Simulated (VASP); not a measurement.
# Sb (R-3m) in VASP: single point with LDA

Aim: the single point of Sb with LDA.

All numbers are computed with VASP 6.6.1; they aren't measurements. Logs are shortened: lines on timing, memory, paths and dates and some standing lists are left out, and cuts for length are marked.

## (1) The cell of the first run

It takes space group R-3m (No. 166, trigonal). The conventional cell has a = 4.294 Å, b = 4.294 Å, c = 10.961 Å, α = 90.00°, β = 90.00°, γ = 120.00°. Sb (site symmetry 3m) has 6 Sb at 2.91 to 3.27 Å within 3.8 Å.

## (2) Single point, LDA

INCAR reads:

```
PREC = Accurate
ENCUT = 520
EDIFF = 1E-6
ISMEAR = -1
SIGMA = 0.05
LREAL = F
LASPH = T
NELM = 100
ALGO = Normal
ISIF = 2
LWAVE = F
LCHARG = F
GGA = CA
NBANDS = 12
```

KPOINTS reads:

```
regular mesh
0
Gamma
  12 12 12
```

POSCAR reads:

```
Sb
1.0
    2.1469405208      1.2395366876      3.6536588211
   -2.1469405208      1.2395366876      3.6536588211
    0.0000000000     -2.4790733752      3.6536588211
Sb
2
Direct
    0.2359433372      0.2359433372      0.2359433372
    0.7640566628      0.7640566628      0.7640566628
```

Potentials or basis: VASP PAW LDA potentials, release 64 (Sb).

Launch:

```
> cat potpaw_LDA.64/Sb/POTCAR > POTCAR
> mpirun -np 1 vasp_std > vasp.out
```

OUTCAR:

```text
PREC = Accurate
   ENCUT = 520
   EDIFF = 1E-6
   ISMEAR = -1
   LREAL = F
   LASPH = T
   NELM = 100
   ISIF = 2
   GGA = CA

 ion  position               nearest neighbor table
   1  0.236  0.236  0.236-   2 2.91   2 2.91   2 2.91   2 3.27   2 3.27   2 3.27
   2  0.764  0.764  0.764-   1 2.91   1 2.91   1 2.91   1 3.27   1 3.27   1 3.27

  LATTYP: Found a trigonal (rhomboedric) cell.
 ALAT       =     4.4153173817
 COS(alpha) =     0.5271252035

  Lattice vectors:

 A1 = (   2.1469405208,   1.2395366876,   3.6536588211)
 A2 = (  -2.1469405208,   1.2395366876,   3.6536588211)
 A3 = (   0.0000000000,  -2.4790733752,   3.6536588211)

Analysis of symmetry for initial positions (statically):
=====================================================================
 Subroutine PRICEL returns:
 Original cell was already a primitive cell.

 Routine SETGRP: Setting up the symmetry group for a
 trigonal (rhombohedral) supercell.

 Subroutine GETGRP returns: Found 12 space group operations
 (whereof 12 operations were pure point group operations)
 out of a pool of 12 trial point group operations.

The static configuration has the point symmetry D_3d.

Analysis of symmetry for dynamics (positions and initial velocities):
=====================================================================
 Subroutine PRICEL returns:
 Original cell was already a primitive cell.

 Routine SETGRP: Setting up the symmetry group for a
 trigonal (rhombohedral) supercell.

 Subroutine GETGRP returns: Found 12 space group operations
 (whereof 12 operations were pure point group operations)
 out of a pool of 12 trial point group operations.

The dynamic configuration has the point symmetry D_3d.

 Subroutine INISYM returns: Found 12 space group operations
 (whereof 12 operations are pure point group operations),
 and found     1 'primitive' translations

----------------------------------------------------------------------------------------

                                     Primitive cell

  volume of cell :      58.3390

  direct lattice vectors                    reciprocal lattice vectors
     2.146940521  1.239536688  3.653658821     0.232889545  0.134458841  0.091232748
    -2.146940521  1.239536688  3.653658821    -0.232889545  0.134458841  0.091232748
     0.000000000 -2.479073375  3.653658821     0.000000000 -0.268917682  0.091232748
[... 84 lines left out ...]
   EDIFF  = 0.1E-05   stopping-criterion for ELM
   LREAL  =      F    real-space projection
   EDIFFG = 0.1E-04   stopping-criterion for IOM
   NSW    =      0    number of steps for IOM
   IBRION =     -1    ionic relax: 0-MD 1-quasi-New 2-CG
   NFREE  =      0    steps in history (QN), initial steepest desc. (CG)
   ISIF   =      2    stress and relaxation
   ISYM   =      2    0-nonsym 1-usesym 2-fastsym
   POTIM  = 0.5000    time-step for ionic-motion
   TEBEG  =    0.0;   TEEND  =   0.0 temperature during run
   PSTRESS=    0.0 pullay stress
   NELECT =      10.0000    total number of electrons
   NUPDOWN=      -1.0000    fix difference up-down
   EMIN   =  10.00;   EMAX   =-10.00  energy-range for DOS
   EFERMI =   0.00;   METHOD = LEGACY
   ISMEAR =    -1;   SIGMA  =   0.05  broadening in eV -4-tet -1-fermi 0-gaus
   EFERMI_NEDOS =   21; number of points for ismear=-14 and -15
   IALGO  =     38    algorithm
   IMIX   =      4    mixing-type and parameters
     AMIX     =   0.40;   BMIX     =  1.00
     AMIX_MAG =   1.60;   BMIX_MAG =  1.00
  volume/ion in A,a.u.               =      29.17       196.85
  Fermi-wavevector in a.u.,A,eV,Ry     =   0.909401  1.718518 11.252149  0.827010
  Thomas-Fermi vector in A             =   2.033441
   LORBIT       =      0    0 simple, 1 ext, 2 COOP (PROOUT), +10 PAW based schemes
   GGA     = CA    functional components
   LHFCALC =     F    Hartree Fock is set to
   AEXX    =    0.0000 exact exchange contribution
   IVDW    =     0    specifies the selected vdW correction
   LEPSILON=     F    determine dielectric tensor
   LRPA    =     F    only Hartree local field effects (RPA)
 non-spin polarized calculation
  energy-cutoff  :      520.00
  volume of cell :       58.34
 maximum number of plane-waves:      1585
 NGX is ok and might be reduce to    36
   NGX = 17   NGY = 17   NGZ = 17

 number of electron      10.0000000 magnetization

 Free energy of the ion-electron system (eV)
  ---------------------------------------------------
  ext. energy  EPLUGINS =         0.00000000
  ---------------------------------------------------
  free energy    TOTEN  =        -9.62912495 eV

  energy without entropy =       -9.62749773  energy(sigma->0) =       -9.62831134

 E-fermi :   7.4942     XC(G=0):  -9.8721

 val. band max:        7.4855139666   @ k =  -0.4167   0.5000   0.4167
 cond. band min:       7.6329217532   @ k =   0.3333   0.1667   0.1667
 fundamental gap:      0.1474077866
 Fermi energy:         7.4941945927

 k-point     1 :       0.0000    0.0000    0.0000
  band No.  band energies     occupation
      1      -5.3820      2.00000
      2       2.8751      2.00000
      3       5.5461      2.00000
      4       5.6820      2.00000
      5       5.6820      2.00000
      6       9.8735      0.00000
      7      10.3780      0.00000
      8      10.3780      0.00000
      9      12.4776      0.00000
     10      12.4776      0.00000
     11      12.6607      0.00000
     12      14.0655      0.00000
[... 331 lines left out ...]
 k-point    24 :      -0.4167    0.1667   -0.0000
  band No.  band energies     occupation
      1      -2.7705      2.00000
      2      -2.0753      2.00000
      3       3.7711      2.00000
      4       5.3610      2.00000
      5       5.8205      2.00000
      6       8.4901      0.00000
      7       8.9238      0.00000
      8      10.7219      0.00000
      9      14.1511      0.00000
     10      14.5587      0.00000
     11      15.1741      0.00000
     12      17.8245      0.00000

 [... further k-points ...]
[... 5 lines left out ...]
  --------------------------------------------------------------------------------------
  -------------------------------------------------------------------------------------
  Total        0.1207674      0.1207674      0.0854238     -0.0000000      0.0000000      0.0000000
  in kB        3.3166643      3.3166643      2.3460162     -0.0000000      0.0000000      0.0000000
  external PRESSURE =       2.9931149 kB  Pullay stress =       0.0000000 kB

 VOLUME and BASIS-vectors are now :
 -----------------------------------------------------------------------------
  energy-cutoff  :      520.00
  volume of cell :       58.34
      direct lattice vectors                 reciprocal lattice vectors
     2.146940521  1.239536688  3.653658821     0.232889545  0.134458841  0.091232748
    -2.146940521  1.239536688  3.653658821    -0.232889545  0.134458841  0.091232748
     0.000000000 -2.479073375  3.653658821     0.000000000 -0.268917682  0.091232748

 POSITION                                       TOTAL-FORCE (eV/Angst)
 -----------------------------------------------------------------------------------
      0.00000      0.00000      2.58617         0.000000     -0.000000      0.063329
      0.00000      0.00000      8.37481         0.000000      0.000000     -0.063329
 -----------------------------------------------------------------------------------
    total drift:                               -0.000000     -0.000000      0.000000

  FREE ENERGIE OF THE ION-ELECTRON SYSTEM (eV)
  ---------------------------------------------------
  free  energy   TOTEN  =        -9.6291249470 eV

  energy  without entropy=       -9.6274977279  energy(sigma->0) =       -9.62831134
```

Wall time 64 s (1 thread of Intel Xeon Platinum 8488C (Sapphire Rapids), shared host); peak memory 0.24 GiB.

Results:

| Quantity | Value |
| --- | --- |
| Free energy | -9.6291 eV |
| Pressure | 0.3 GPa |
| Largest force | 0.063 eV/Å |
| Band gap on the k mesh | zero (band 5 reaches 7.63 eV, above the bottom of band 6 at 7.36 eV) |

Forces on the atoms (eV/Å):
```
Sb   0.000  0.000  0.063
Sb   0.000  0.000 -0.063
```

Stress tensor (GPa, compression positive):
```
0.33 0.00 0.00
0.00 0.33 0.00
0.00 0.00 0.23
```

Caveat: spin-orbit coupling is left out, which moves the levels of the heavy elements.
